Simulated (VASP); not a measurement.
# Ta3TiN4 (P-6m2) in VASP: further runs

Runs on Ta3TiN4. Level: PBE. Tasks: single point.

Program: VASP 6.6.1. These are calculated values, not measurements. Logs are shortened: lines on timing, memory, paths and dates and some standing lists are left out, and cuts for length are marked.

### 1 The cell of the first run

The structure is hexagonal, space group P-6m2 (No. 187). The conventional cell has a = 3.004 Å, b = 3.004 Å, c = 11.577 Å, α = 90.00°, β = 90.00°, γ = 120.00°. Within 3.1 Å of Ti (site symmetry -6m2) lie 6 N at 2.25 Å and 2 Ta at 2.84 Å and 6 Ti at 3.00 Å. Ta (site symmetry -6m2) has 6 N at 2.27 Å and 8 Ta at 2.95 to 3.00 Å within 3.1 Å. Within 3.1 Å of Ta (site symmetry 3m) lie 6 N at 2.23 to 2.28 Å and 1 Ti at 2.84 Å and 7 Ta at 2.95 to 3.00 Å. N (site symmetry 3m) has 6 Ta at 2.27 to 2.28 Å and 8 N at 2.89 to 3.00 Å within 3.1 Å. Within 3.1 Å of N (site symmetry 3m) lie 3 Ta at 2.23 Å and 3 Ti at 2.25 Å and 8 N at 2.87 to 3.00 Å.

### 2 Single point, PBE (11.31 Å³/atom)

Input file INCAR:

```
PREC = Accurate
ENCUT = 520
EDIFF = 1E-6
ISMEAR = 0
SIGMA = 0.1
LREAL = F
LASPH = T
NELM = 60
ALGO = Normal
ISIF = 2
LWAVE = F
LCHARG = F
GGA = PE
NBANDS = 42
```

Input file KPOINTS:

```
regular mesh
0
Gamma
  12 12 4
```

Input file POSCAR:

```
Ta3TiN4
1.0
    3.0041002819     -0.0000000295      0.0000000000
   -1.5020501154      2.6016271744      0.0000000000
    0.0000000000      0.0000000000     11.5773741701
Ti Ta N
1 3 4
Direct
    0.0000000000      0.0000000000      0.5000000000
    0.0000000000      0.0000000000      0.0000000000
    0.0000000000      0.0000000000      0.2545332721
    0.0000000000      0.0000000000      0.7454667279
    0.6666666667      0.3333333333      0.8737134681
    0.6666666667      0.3333333333      0.1262865319
    0.6666666667      0.3333333333      0.3761933043
    0.6666666667      0.3333333333      0.6238066957
```

Potentials or basis: VASP PAW PBE potentials, release 64 (Ti_sv, Ta_pv, N).

Launch:

```
> cat potpaw_PBE.64/Ti_sv/POTCAR potpaw_PBE.64/Ta_pv/POTCAR potpaw_PBE.64/N/POTCAR > POTCAR
> mpirun -np 1 vasp_std > vasp.out
```

OUTCAR:

```text
PREC = Accurate
   ENCUT = 520
   EDIFF = 1E-6
   ISMEAR = 0
   LREAL = F
   LASPH = T
   NELM = 60
   ISIF = 2
   GGA = PE

 ion  position               nearest neighbor table
   1  0.000  0.000  0.500-   7 2.25   8 2.25   7 2.25   8 2.25   7 2.25   8 2.25   3 2.84   4 2.84

   2  0.000  0.000  0.000-   5 2.27   6 2.27   5 2.27   6 2.27   5 2.27   6 2.27   3 2.95   4 2.95

   3  0.000  0.000  0.255-   7 2.23   7 2.23   7 2.23   6 2.28   6 2.28   6 2.28   1 2.84   2 2.95

   4  0.000  0.000  0.745-   8 2.23   8 2.23   8 2.23   5 2.28   5 2.28   5 2.28   1 2.84   2 2.95

   5  0.667  0.333  0.874-   2 2.27   2 2.27   2 2.27   4 2.28   4 2.28   4 2.28
   6  0.667  0.333  0.126-   2 2.27   2 2.27   2 2.27   3 2.28   3 2.28   3 2.28
   7  0.667  0.333  0.376-   3 2.23   3 2.23   3 2.23   1 2.25   1 2.25   1 2.25
   8  0.667  0.333  0.624-   4 2.23   4 2.23   4 2.23   1 2.25   1 2.25   1 2.25

  LATTYP: Found a hexagonal cell.
 ALAT       =     3.0041002819
 C/A-ratio  =     3.8538574228

  Lattice vectors:

 A1 = (   3.0041002819,  -0.0000000295,   0.0000000000)
 A2 = (  -1.5020501154,   2.6016271744,   0.0000000000)
 A3 = (   0.0000000000,   0.0000000000,  11.5773741701)

Analysis of symmetry for initial positions (statically):
=====================================================================
 Subroutine PRICEL returns:
 Original cell was already a primitive cell.

 Routine SETGRP: Setting up the symmetry group for a
 hexagonal supercell.

 Subroutine GETGRP returns: Found 12 space group operations
 (whereof 12 operations were pure point group operations)
 out of a pool of 24 trial point group operations.

The static configuration has the point symmetry D_3h.

Analysis of symmetry for dynamics (positions and initial velocities):
=====================================================================
 Subroutine PRICEL returns:
 Original cell was already a primitive cell.

 Routine SETGRP: Setting up the symmetry group for a
 hexagonal supercell.

 Subroutine GETGRP returns: Found 12 space group operations
 (whereof 12 operations were pure point group operations)
 out of a pool of 24 trial point group operations.

The dynamic configuration has the point symmetry D_3h.

 Subroutine INISYM returns: Found 12 space group operations
 (whereof 12 operations are pure point group operations),
 and found     1 'primitive' translations

----------------------------------------------------------------------------------------

                                     Primitive cell

  volume of cell :      90.4835

  direct lattice vectors                    reciprocal lattice vectors
     3.004100282 -0.000000029  0.000000000     0.332878370  0.192187412  0.000000000
    -1.502050115  2.601627174  0.000000000     0.000000004  0.384374831  0.000000000
     0.000000000  0.000000000 11.577374170     0.000000000  0.000000000  0.086375372

  length of vectors
     3.004100282  3.004100282 11.577374170     0.384374831  0.384374831  0.086375372

  position of ions in fractional coordinates (direct lattice)
     0.000000000  0.000000000  0.500000000
     0.000000000  0.000000000  0.000000000
     0.000000000  0.000000000  0.254533272
     0.000000000  0.000000000  0.745466728
     0.666666667  0.333333333  0.873713468
     0.666666667  0.333333333  0.126286532
     0.666666667  0.333333333  0.376193304
     0.666666667  0.333333333  0.623806696

  ion indices of the primitive-cell ions
   primitive index   ion index
                 1           1
                 2           2
                 3           3
                 4           4
                 5           5
                 6           6
                 7           7
                 8           8

----------------------------------------------------------------------------------------

 KPOINTS: regular mesh

Automatic generation of k-mesh.
 Grid dimensions read from file:
 generate k-points for:   12   12    4

 Generating k-lattice:

  Cartesian coordinates                     Fractional coordinates (reciprocal lattice)
     0.027739864  0.016015618  0.000000000     0.083333333  0.000000000  0.000000000
     0.000000000  0.032031236  0.000000000     0.000000000  0.083333333  0.000000000
     0.000000000  0.000000000  0.021593843     0.000000000  0.000000000  0.250000000

  Length of vectors
     0.032031236  0.032031236  0.021593843

  Shift w.r.t. Gamma in fractional coordinates (k-lattice)
     0.000000000  0.000000000  0.000000000

 Subroutine IBZKPT returns following result:
 ===========================================

 Found     57 irreducible k-points:

 Following reciprocal coordinates:
            Coordinates               Weight
  0.000000  0.000000  0.000000      1.000000
  0.083333  0.000000  0.000000      6.000000
  0.166667  0.000000  0.000000      6.000000
  0.250000  0.000000  0.000000      6.000000
  0.333333  0.000000  0.000000      6.000000
  0.416667  0.000000  0.000000      6.000000
[... 47 lines left out ...]
   GGA     = PE    functional components
   LHFCALC =     F    Hartree Fock is set to
   AEXX    =    0.0000 exact exchange contribution
   IVDW    =     0    specifies the selected vdW correction
   LEPSILON=     F    determine dielectric tensor
   LRPA    =     F    only Hartree local field effects (RPA)
 non-spin polarized calculation
 Gauss-broadening in eV      SIGMA  =   0.10
  energy-cutoff  :      520.00
  volume of cell :       90.48
 maximum number of plane-waves:      2491
 NGX is ok and might be reduce to    24
   NGX = 11   NGY = 11   NGZ = 43

 number of electron      65.0000009 magnetization

 Free energy of the ion-electron system (eV)
  ---------------------------------------------------
  ext. energy  EPLUGINS =         0.00000000
  ---------------------------------------------------
  free energy    TOTEN  =       -86.12778766 eV

  energy without entropy =      -86.11165242  energy(sigma->0) =      -86.11972004

 E-fermi :   7.5805     XC(G=0): -12.8338

 val. band max:        7.5764983256   @ k =   0.0833   0.0833   0.2500
 cond. band min:       7.5886096414   @ k =   0.3333   0.3333   0.5000
 fundamental gap:      0.0121113159
 Fermi energy:         7.5805042756

 k-point     1 :       0.0000    0.0000    0.0000
  band No.  band energies     occupation
      1     -49.5461      2.00000
      2     -27.5970      2.00000
      3     -27.2706      2.00000
      4     -27.0870      2.00000
      5     -26.7852      2.00000
      6     -26.7852      2.00000
[... 34 lines left out ...]
     41      10.6867      0.00000
     42      10.6867      0.00000

 k-point     2 :       0.0833    0.0000    0.0000
  band No.  band energies     occupation
      1     -49.5423      2.00000
      2     -27.5847      2.00000
      3     -27.2604      2.00000
      4     -27.0785      2.00000
      5     -26.8416      2.00000
      6     -26.7976      2.00000
[... 34 lines left out ...]
     41      10.7528      0.00000
     42      10.7738      0.00000

 k-point     3 :       0.1667    0.0000    0.0000
  band No.  band energies     occupation
      1     -49.5318      2.00000
      2     -27.5508      2.00000
      3     -27.2324      2.00000
      4     -27.0558      2.00000
      5     -26.9932      2.00000
      6     -26.9104      2.00000
[... 34 lines left out ...]
     41      10.7966      0.00000
     42      11.3473      0.00000

 k-point     4 :       0.2500    0.0000    0.0000
  band No.  band energies     occupation
      1     -49.5174      2.00000
      2     -27.5041      2.00000
      3     -27.2095      2.00000
      4     -27.1796      2.00000
      5     -27.1141      2.00000
      6     -27.0968      2.00000
[... 844 lines left out ...]
     41      10.7182      0.00000
     42      11.2129      0.00000

 k-point    23 :       0.2500    0.0000    0.2500
  band No.  band energies     occupation
      1     -49.5174      2.00000
      2     -27.4990      2.00000
      3     -27.2196      2.00000
      4     -27.1875      2.00000
      5     -27.1137      2.00000
      6     -27.0965      2.00000
[... 34 lines left out ...]
     41      10.7815      0.00000
     42      11.5078      0.00000

 k-point    24 :       0.3333    0.0000    0.2500
  band No.  band energies     occupation
      1     -49.5030      2.00000
      2     -27.4523      2.00000
      3     -27.3931      2.00000
      4     -27.3055      2.00000
      5     -27.2876      2.00000
      6     -27.1676      2.00000
[... 34 lines left out ...]
     41      11.0242      0.00000
     42      11.8258      0.00000

 [... further k-points ...]

------------------------ aborting loop because EDIFF is reached ----------------------------------------

  FORCE on cell =-STRESS in cart. coord.  units (eV):
  Direction    XX          YY          ZZ          XY          YZ          ZX
  --------------------------------------------------------------------------------------
  -------------------------------------------------------------------------------------
  Total       -8.7388446     -8.7388446     -8.6817569     -0.0000000      0.0000000     -0.0000000
  in kB     -154.7373113   -154.7373113   -153.7264683     -0.0000000      0.0000000     -0.0000000
  external PRESSURE =    -154.4003636 kB  Pullay stress =       0.0000000 kB

 VOLUME and BASIS-vectors are now :
 -----------------------------------------------------------------------------
  energy-cutoff  :      520.00
  volume of cell :       90.48
      direct lattice vectors                 reciprocal lattice vectors
     3.004100282 -0.000000029  0.000000000     0.332878370  0.192187412  0.000000000
    -1.502050115  2.601627174  0.000000000     0.000000004  0.384374831  0.000000000
     0.000000000  0.000000000 11.577374170     0.000000000  0.000000000  0.086375372

 POSITION                                       TOTAL-FORCE (eV/Angst)
 -----------------------------------------------------------------------------------
      0.00000      0.00000      5.78869         0.000000      0.000000      0.000000
      0.00000      0.00000      0.00000         0.000000     -0.000000      0.000000
      0.00000      0.00000      2.94683         0.000000     -0.000000     -0.004414
      0.00000      0.00000      8.63055         0.000000     -0.000000      0.004414
      1.50205      0.86721     10.11531        -0.000000      0.000000     -0.001465
      1.50205      0.86721      1.46207        -0.000000     -0.000000      0.001465
      1.50205      0.86721      4.35533        -0.000000     -0.000000      0.014625
      1.50205      0.86721      7.22204         0.000000      0.000000     -0.014625
 -----------------------------------------------------------------------------------
    total drift:                               -0.000000      0.000000      0.000000

  FREE ENERGIE OF THE ION-ELECTRON SYSTEM (eV)
  ---------------------------------------------------
  free  energy   TOTEN  =       -86.1277876611 eV

  energy  without entropy=      -86.1116524217  energy(sigma->0) =      -86.11972004
```

Wall time 6.1 min (1 thread of Intel Xeon Platinum 8259CL at 2.50GHz (Skylake/Cascade Lake), shared host); peak memory 0.34 GiB.

Results:

```
Free energy            : -86.1278 eV
Pressure               : -15.4 GPa
Largest force          : 0.015 eV/Å
Band gap on the k mesh : zero (an odd number of electrons rules out a gap without spin polarisation)
```

Forces in eV/Å, atoms in the order of the input:
```
Ti   0.000  0.000  0.000
Ta   0.000  0.000  0.000
Ta   0.000  0.000 -0.004
Ta   0.000  0.000  0.004
N    0.000  0.000 -0.001
N    0.000  0.000  0.001
N    0.000  0.000  0.015
N    0.000  0.000 -0.015
```

Caveat: the cell stands under tension; spin-orbit coupling is left out, which moves the levels of the heavy elements; an odd number of electrons without spin polarisation forces a metal; a magnetic or distorted state may lie lower.

### 3 Single point, PBE (11.74 Å³/atom)

This run uses another cell than the first one, of 11.74 Å³/atom.

Input file INCAR:

```
PREC = Accurate
ENCUT = 520
EDIFF = 1E-6
ISMEAR = 0
SIGMA = 0.1
LREAL = False
LASPH = True
NELM = 80
ALGO = Normal
ISIF = 2
LWAVE = False
LCHARG = True
GGA = PE
LELF = True
LVHAR = True
NBANDS = 42
```

KPOINTS is that of step 2.

Input file POSCAR:

```
Ta3TiN4
1.0
    3.0436228909     -0.0000000299      0.0000000000
   -1.5218114195      2.6358547580      0.0000000000
    0.0000000000      0.0000000000     11.7042626228
Ti Ta N
1 3 4
Direct
    0.0000000000      0.0000000000      0.5000000000
    0.0000000000      0.0000000000      0.0000000000
    0.0000000000      0.0000000000      0.2542304882
    0.0000000000      0.0000000000      0.7457695118
    0.6666666667      0.3333333333      0.8740677971
    0.6666666667      0.3333333333      0.1259322029
    0.6666666667      0.3333333333      0.3749230892
    0.6666666667      0.3333333333      0.6250769108
```

Potentials or basis: VASP PAW PBE potentials, release 64 (Ti_sv, Ta_pv, N).

Launch:

```
> cat potpaw_PBE.64/Ti_sv/POTCAR potpaw_PBE.64/Ta_pv/POTCAR potpaw_PBE.64/N/POTCAR > POTCAR
> mpirun -np 1 vasp_std > vasp.out
```

It took 5.7 min on 1 thread of Intel Xeon Platinum 8259CL at 2.50GHz (Skylake/Cascade Lake), shared host; peak memory 0.35 GiB.

It converged, with:

```yaml
Free_energy: -85.7106 eV
Pressure: -23.6 GPa
Largest_force: 0.014 eV/Å
Band_gap_on_the_k_mesh: zero (an odd number of electrons rules out a gap without spin polarisation)
```

Forces in eV/Å, atoms in the order of the input:
```
Ti   0.000  0.000  0.000
Ta   0.000  0.000  0.000
Ta   0.000  0.000 -0.005
Ta   0.000  0.000  0.005
N    0.000  0.000 -0.003
N    0.000  0.000  0.003
N    0.000  0.000  0.014
N    0.000  0.000 -0.014
```

Levels at points of the mesh, in eV from the Fermi level:
```tsv
k point	band 29	band 30	band 31	band 32	band 33	band 34	band 35	band 36
(0.00, 0.00, 0.00)	-2.63	-2.01	0.45	0.50	0.50	0.66	1.15	1.15
(0.50, 0.00, 0.00)	-2.35	-2.21	-0.69	-0.56	0.19	2.39	2.59	2.65
(0.00, 0.00, 0.50)	-2.76	-1.11	-0.84	0.56	0.56	0.64	0.64	2.05
(0.50, 0.00, 0.50)	-2.70	-1.75	-1.44	-0.16	0.14	2.56	2.65	2.71
```

Caveat: the cell stands under tension; spin-orbit coupling is left out, which moves the levels of the heavy elements; an odd number of electrons without spin polarisation forces a metal; a magnetic or distorted state may lie lower.

### 4 Single point, PBE, collinear spin

This run uses another cell than the first one, of 10.67 Å³/atom.

Input file INCAR:

```
SYSTEM = Ta3TiN4
ALGO = Normal ; EDIFF = 1E-6
ENCUT = 520 ; GGA = PE
ISIF = 2 ; ISMEAR = 0
ISPIN = 2 ; LASPH = .True.
LCHARG = .False. ; LMAXMIX = 4
LORBIT = 11 ; LREAL = .False.
LWAVE = .False. ; MAGMOM = 1 1 1 1 0 0 0 0
NBANDS = 46 ; NELM = 150
PREC = Accurate ; SIGMA = 0.1
```

Input file KPOINTS:

```
k-points
0
Gamma
  6 6 2
  0 0 0
```

Input file POSCAR:

```
Ta3TiN4
1.0
    2.9427009000      0.0000000000      0.0000000000
   -1.4713504000      2.5484537000      0.0000000000
    0.0000000000      0.0000000000     11.3825828000
Ti Ta N
1 3 4
Direct
    0.0000000000      0.0000000000      0.5000000000
    0.0000000000      0.0000000000      0.0000000000
    0.0000000000      0.0000000000      0.2549560000
    0.0000000000      0.0000000000      0.7450440000
    0.6666667000      0.3333333000      0.8732760000
    0.6666667000      0.3333333000      0.1267240000
    0.6666667000      0.3333333000      0.3778760000
    0.6666667000      0.3333333000      0.6221240000
```

Launch:

```
> cat potpaw_PBE.64/Ti_sv/POTCAR potpaw_PBE.64/Ta_pv/POTCAR potpaw_PBE.64/N/POTCAR > POTCAR
> mpirun -np 1 vasp_std > vasp.out
```

It took 4.6 min on 1 thread of Intel Xeon Platinum 8259CL at 2.50GHz (Skylake/Cascade Lake), shared host; peak memory 0.3 GiB.

It converged, with:

```
Free energy                                           : -86.4215 eV
Pressure                                              : 0.9 GPa
Largest force                                         : 0.044 eV/Å
Net moment                                            : 0.52 μB per cell
Site moments                                          : Ti +0.35; Ta -0.00, +0.02 (each value once); N -0.00, -0.01 (each value once) μB
Valence electrons inside the program's atomic spheres : Ti 10.34; Ta 8.98, 8.99 (each value once); N 3.73, 3.72 (each value once)
```

Forces on the atoms (eV/Å):
```
Ti   0.000  0.000  0.000
Ta   0.000  0.000  0.000
Ta   0.000  0.000  0.036
Ta   0.000  0.000 -0.036
N    0.000  0.000  0.041
N    0.000  0.000 -0.041
N    0.000  0.000 -0.044
N    0.000  0.000  0.044
```

Stress tensor (GPa, compression positive):
```
0.39 0.00 0.00
0.00 0.39 0.00
0.00 0.00 1.87
```

Levels at points of the mesh, in eV from the Fermi level:
Spin up:
| k point | band 30 | band 31 | band 32 | band 33 | band 34 | band 35 | band 36 | band 37 |
| --- | --- | --- | --- | --- | --- | --- | --- | --- |
| (0.00, 0.00, 0.00) | -2.21 | 0.33 | 0.36 | 0.36 | 0.52 | 1.14 | 1.14 | 1.16 |
| (0.50, 0.00, 0.00) | -2.55 | -0.87 | -0.77 | 0.11 | 2.61 | 2.88 | 2.89 | 2.99 |
| (0.00, 0.00, 0.50) | -1.39 | -1.08 | 0.45 | 0.45 | 0.53 | 0.53 | 2.07 | 2.15 |
| (0.50, 0.00, 0.50) | -2.09 | -1.80 | -0.21 | 0.00 | 2.80 | 2.86 | 3.06 | 3.41 |
Spin down:
| k point | band 30 | band 31 | band 32 | band 33 | band 34 | band 35 |
| --- | --- | --- | --- | --- | --- | --- |
| (0.00, 0.00, 0.00) | -2.21 | 0.48 | 0.48 | 0.48 | 0.53 | 1.22 |
| (0.50, 0.00, 0.00) | -2.55 | -0.82 | -0.59 | 0.46 | 2.86 | 3.00 |
| (0.00, 0.00, 0.50) | -1.27 | -1.07 | 0.48 | 0.48 | 0.78 | 0.78 |
| (0.50, 0.00, 0.50) | -2.07 | -1.63 | -0.18 | 0.43 | 3.11 | 3.20 |

Caveat: the k points lie up to 0.41 Å⁻¹ apart; a moment this small can come from the mesh or the smearing; spin-orbit coupling is left out, which moves the levels of the heavy elements.

### 5 Summary

```tsv
spin	cell	k mesh	gap on the mesh (eV)	pressure (GPa)	largest force (eV/Å)
off	a = 3.004, b = 3.004, c = 11.577 Å, angles 90.0, 90.0, 120.0°, 8 atoms, atomic positions A	12 × 12 × 4	none	-15.4	0.01
off	a = 3.044, b = 3.044, c = 11.704 Å, angles 90.0, 90.0, 120.0°, 8 atoms, atomic positions B	12 × 12 × 4	none	-23.6	0.01
collinear	a = 2.943, b = 2.943, c = 11.383 Å, angles 90.0, 90.0, 120.0°, 8 atoms, atomic positions C	6 × 6 × 2	none	0.9	0.04
```

Alike in all rows: task single point; level PBE; potentials or basis VASP PAW PBE potentials, release 64 (Ti_sv, Ta_pv, N); cutoff (eV) 520; smearing gaussian 0.1 eV.

Caveats: some runs use coarse meshes; spin-orbit coupling is left out, which moves the levels of the heavy elements; the cell stands under tension (at least some runs); an odd number of electrons without spin polarisation forces a metal (at least some runs); a magnetic or distorted state may lie lower (at least some runs); a moment this small can come from the mesh or the smearing (at least some runs).

Total energies depend on the potentials used, so only differences within one code and one set of settings carry meaning.

The gap in the log of VASP goes by the Fermi energy; the results here count the filled bands.